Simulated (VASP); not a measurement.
# SnGeTe2 (P4/mmm) in VASP: further runs, part 2 of 2

VASP 6.6.1. Earlier steps stand in the parts before.

### 4 Single point, PBE

INCAR

```
PREC = Accurate
ENCUT = 520
EDIFF = 1E-6
ISMEAR = 0
SIGMA = 0.1
LREAL = F
LASPH = T
NELM = 60
ALGO = Normal
ISIF = 2
LWAVE = F
LCHARG = F
GGA = PE
NBANDS = 28
```

KPOINTS

```
Automatic mesh
0
Gamma
  10 10 8
```

POSCAR

```
SnGeTe2
1.0
    4.4029257000      0.0000000000      0.0000000000
    0.0000000000      4.4029257000      0.0000000000
    0.0000000000      0.0000000000      6.2241836000
Sn Ge Te
1 1 2
Direct
    0.5000000000      0.5000000000      0.5000000000
    0.0000000000      0.0000000000      0.0000000000
    0.0000000000      0.0000000000      0.5000000000
    0.5000000000      0.5000000000      0.0000000000
```

Potentials or basis: VASP PAW PBE potentials, release 64 (Sn_d, Ge_d, Te).

The run is started by

```
$ cat potpaw_PBE.64/Sn_d/POTCAR potpaw_PBE.64/Ge_d/POTCAR potpaw_PBE.64/Te/POTCAR > POTCAR
$ mpirun -np 1 vasp_std > vasp.out
```

OUTCAR:

```text
PREC = Accurate
   ENCUT = 520
   EDIFF = 1E-6
   ISMEAR = 0
   LREAL = F
   LASPH = T
   NELM = 60
   ISIF = 2
   GGA = PE

 ion  position               nearest neighbor table
   1  0.500  0.500  0.500-   4 3.11   4 3.11   3 3.11   3 3.11   3 3.11   3 3.11
   2  0.000  0.000  0.000-   3 3.11   3 3.11   4 3.11   4 3.11   4 3.11   4 3.11
   3  0.000  0.000  0.500-   2 3.11   2 3.11   1 3.11   1 3.11   1 3.11   1 3.11
   4  0.500  0.500  0.000-   1 3.11   1 3.11   2 3.11   2 3.11   2 3.11   2 3.11

  LATTYP: Found a simple tetragonal cell.
 ALAT       =     4.4029257000
 C/A-ratio  =     1.4136472028

  Lattice vectors:

 A1 = (   4.4029257000,   0.0000000000,   0.0000000000)
 A2 = (   0.0000000000,   4.4029257000,   0.0000000000)
 A3 = (   0.0000000000,   0.0000000000,   6.2241836000)

Analysis of symmetry for initial positions (statically):
=====================================================================
 Subroutine PRICEL returns:
 Original cell was already a primitive cell.

 Routine SETGRP: Setting up the symmetry group for a
 simple tetragonal supercell.

 Subroutine GETGRP returns: Found 16 space group operations
 (whereof 16 operations were pure point group operations)
 out of a pool of 16 trial point group operations.

The static configuration has the point symmetry D_4h.

Analysis of symmetry for dynamics (positions and initial velocities):
=====================================================================
 Subroutine PRICEL returns:
 Original cell was already a primitive cell.

 Routine SETGRP: Setting up the symmetry group for a
 simple tetragonal supercell.

 Subroutine GETGRP returns: Found 16 space group operations
 (whereof 16 operations were pure point group operations)
 out of a pool of 16 trial point group operations.

The dynamic configuration has the point symmetry D_4h.

 Subroutine INISYM returns: Found 16 space group operations
 (whereof 16 operations are pure point group operations),
 and found     1 'primitive' translations

----------------------------------------------------------------------------------------

                                     Primitive cell

  volume of cell :     120.6605

  direct lattice vectors                    reciprocal lattice vectors
     4.402925700  0.000000000  0.000000000     0.227121707  0.000000000  0.000000000
     0.000000000  4.402925700  0.000000000     0.000000000  0.227121707  0.000000000
     0.000000000  0.000000000  6.224183600     0.000000000  0.000000000  0.160663641

  length of vectors
     4.402925700  4.402925700  6.224183600     0.227121707  0.227121707  0.160663641

  position of ions in fractional coordinates (direct lattice)
     0.500000000  0.500000000  0.500000000
     0.000000000  0.000000000  0.000000000
     0.000000000  0.000000000  0.500000000
     0.500000000  0.500000000  0.000000000

  ion indices of the primitive-cell ions
   primitive index   ion index
                 1           1
                 2           2
                 3           3
                 4           4

----------------------------------------------------------------------------------------

 KPOINTS: Automatic mesh

Automatic generation of k-mesh.
 Grid dimensions read from file:
 generate k-points for:   10   10    8

 Generating k-lattice:

  Cartesian coordinates                     Fractional coordinates (reciprocal lattice)
     0.022712171  0.000000000  0.000000000     0.100000000  0.000000000  0.000000000
     0.000000000  0.022712171  0.000000000     0.000000000  0.100000000  0.000000000
     0.000000000  0.000000000  0.020082955     0.000000000  0.000000000  0.125000000

  Length of vectors
     0.022712171  0.022712171  0.020082955

  Shift w.r.t. Gamma in fractional coordinates (k-lattice)
     0.000000000  0.000000000  0.000000000

 Subroutine IBZKPT returns following result:
 ===========================================

 Found    105 irreducible k-points:

 Following reciprocal coordinates:
            Coordinates               Weight
  0.000000  0.000000  0.000000      1.000000
  0.100000  0.000000  0.000000      4.000000
  0.200000  0.000000  0.000000      4.000000
  0.300000  0.000000  0.000000      4.000000
  0.400000  0.000000  0.000000      4.000000
  0.500000  0.000000  0.000000      2.000000
[... 16 lines left out ...]
  0.100000  0.000000  0.125000      8.000000
  0.200000  0.000000  0.125000      8.000000
 [... further k-points ...]
   k-points           NKPTS =    105   k-points in BZ     NKDIM =    105   number of bands    NBANDS=     28
   number of dos      NEDOS =    301   number of ions     NIONS =      4
   total plane-waves  NPLWV =  62208
   dimension x,y,z NGX =    36 NGY =   36 NGZ =   48
   dimension x,y,z NGXF=    72 NGYF=   72 NGZF=   96
   ions per type =               1   1   2
   NGX,Y,Z   is equivalent  to a cutoff of  13.59, 13.59, 12.82 a.u.
   NGXF,Y,Z  is equivalent  to a cutoff of  27.19, 27.19, 25.64 a.u.
 SYSTEM =  unknown system
   PREC   = accura    normal or accurate (medium, high low for compatibility)
   ISTART =      0    job   : 0-new  1-cont  2-samecut
   ICHARG =      2    charge: 1-file 2-atom 10-const
   ISPIN  =      1    spin polarized calculation?
   LNONCOLLINEAR =      F non collinear calculations
   LSORBIT =      F    spin-orbit coupling
   LASPH  =      T    aspherical Exc in radial PAW
   ENCUT  =  520.0 eV  38.22 Ry    6.18 a.u.   8.19  8.19 11.57*2*pi/ulx,y,z
   NELM   =     60;   NELMIN=  2; NELMDL= -5     # of ELM steps
   EDIFF  = 0.1E-05   stopping-criterion for ELM
   LREAL  =      F    real-space projection
   EDIFFG = 0.1E-04   stopping-criterion for IOM
   NSW    =      0    number of steps for IOM
   IBRION =     -1    ionic relax: 0-MD 1-quasi-New 2-CG
   NFREE  =      0    steps in history (QN), initial steepest desc. (CG)
   ISIF   =      2    stress and relaxation
   ISYM   =      2    0-nonsym 1-usesym 2-fastsym
   POTIM  = 0.5000    time-step for ionic-motion
   TEBEG  =    0.0;   TEEND  =   0.0 temperature during run
   PSTRESS=    0.0 pullay stress
   NELECT =      40.0000    total number of electrons
   NUPDOWN=      -1.0000    fix difference up-down
   EMIN   =  10.00;   EMAX   =-10.00  energy-range for DOS
   EFERMI =   0.00;   METHOD = LEGACY
   ISMEAR =     0;   SIGMA  =   0.10  broadening in eV -4-tet -1-fermi 0-gaus
   EFERMI_NEDOS =   21; number of points for ismear=-14 and -15
   IALGO  =     38    algorithm
   IMIX   =      4    mixing-type and parameters
     AMIX     =   0.40;   BMIX     =  1.00
     AMIX_MAG =   1.60;   BMIX_MAG =  1.00
  volume/ion in A,a.u.               =      30.17       203.56
  Fermi-wavevector in a.u.,A,eV,Ry     =   1.133026  2.141108 17.466444  1.283747
  Thomas-Fermi vector in A             =   2.269728
   LORBIT       =      0    0 simple, 1 ext, 2 COOP (PROOUT), +10 PAW based schemes
   GGA     = PE    functional components
   LHFCALC =     F    Hartree Fock is set to
   AEXX    =    0.0000 exact exchange contribution
   IVDW    =     0    specifies the selected vdW correction
   LEPSILON=     F    determine dielectric tensor
   LRPA    =     F    only Hartree local field effects (RPA)
 non-spin polarized calculation
 Gauss-broadening in eV      SIGMA  =   0.10
  energy-cutoff  :      520.00
  volume of cell :      120.66
 maximum number of plane-waves:      3283
 NGX is ok and might be reduce to    36
   NGX = 17   NGY = 17   NGZ = 23

 number of electron      40.0000016 magnetization

 Free energy of the ion-electron system (eV)
  ---------------------------------------------------
  ext. energy  EPLUGINS =         0.00000000
  ---------------------------------------------------
  free energy    TOTEN  =       -15.24892143 eV

  energy without entropy =      -15.24840993  energy(sigma->0) =      -15.24866568

 E-fermi :   6.1767     XC(G=0):  -9.4829

 val. band max:        5.9425534478   @ k =   0.5000   0.0000   0.3750
 cond. band min:       6.2103524487   @ k =   0.5000   0.0000   0.5000
 fundamental gap:      0.2677990009
 Fermi energy:         6.1767308329

 k-point     1 :       0.0000    0.0000    0.0000
  band No.  band energies     occupation
      1     -19.1223      2.00000
      2     -19.1209      2.00000
      3     -19.1198      2.00000
      4     -19.1184      2.00000
      5     -19.1184      2.00000
      6     -15.5609      2.00000
[... 733 lines left out ...]
     27      11.1160      0.00000
     28      11.7180      0.00000

 [... further k-points ...]

------------------------ aborting loop because EDIFF is reached ----------------------------------------

  FORCE on cell =-STRESS in cart. coord.  units (eV):
  Direction    XX          YY          ZZ          XY          YZ          ZX
  --------------------------------------------------------------------------------------
  -------------------------------------------------------------------------------------
  Total       -0.0485070     -0.0485070     -0.0458573      0.0000000      0.0000000      0.0000000
  in kB       -0.6440954     -0.6440954     -0.6089108      0.0000000      0.0000000      0.0000000
  external PRESSURE =      -0.6323672 kB  Pullay stress =       0.0000000 kB

 VOLUME and BASIS-vectors are now :
 -----------------------------------------------------------------------------
  energy-cutoff  :      520.00
  volume of cell :      120.66
      direct lattice vectors                 reciprocal lattice vectors
     4.402925700  0.000000000  0.000000000     0.227121707  0.000000000  0.000000000
     0.000000000  4.402925700  0.000000000     0.000000000  0.227121707  0.000000000
     0.000000000  0.000000000  6.224183600     0.000000000  0.000000000  0.160663641

 POSITION                                       TOTAL-FORCE (eV/Angst)
 -----------------------------------------------------------------------------------
      2.20146      2.20146      3.11209         0.000000      0.000000      0.000000
      0.00000      0.00000      0.00000         0.000000      0.000000      0.000000
      0.00000      0.00000      3.11209         0.000000      0.000000      0.000000
      2.20146      2.20146      0.00000         0.000000      0.000000      0.000000
 -----------------------------------------------------------------------------------
    total drift:                                0.000000      0.000000      0.000000

  FREE ENERGIE OF THE ION-ELECTRON SYSTEM (eV)
  ---------------------------------------------------
  free  energy   TOTEN  =       -15.2489214274 eV

  energy  without entropy=      -15.2484099284  energy(sigma->0) =      -15.24866568
```

It took 2.5 min on 1 thread of Intel Xeon 6975P-C (Granite Rapids), shared host; peak memory 0.5 GiB.

What came out:

```
Free energy : -15.2489 eV
Pressure    : -0.1 GPa
```

Caveat: spin-orbit coupling is left out, which moves the levels of the heavy elements.

### 5 Overview

```csv
cell,k mesh,smearing,pressure (GPa)
"a = 4.403, b = 4.403, c = 6.224 Å, 4 atoms, atomic positions A",4 × 4 × 4,gaussian 0.1 eV,-0.3
"a = 4.403, b = 4.403, c = 12.448 Å, 8 atoms, atomic positions B",6 × 6 × 2,gaussian 0.2 eV,-0.1
"a = 4.403, b = 4.403, c = 6.224 Å, 4 atoms, atomic positions A",10 × 10 × 8,gaussian 0.1 eV,-0.1
```

Alike in all rows: task single point; level PBE; potentials or basis VASP PAW PBE potentials, release 64 (Sn_d, Ge_d, Te); no spin polarisation; cutoff (eV) 520.

Caveats: spin-orbit coupling is left out, which moves the levels of the heavy elements.

Total energies depend on the potentials used, so only differences within one code and one set of settings carry meaning.
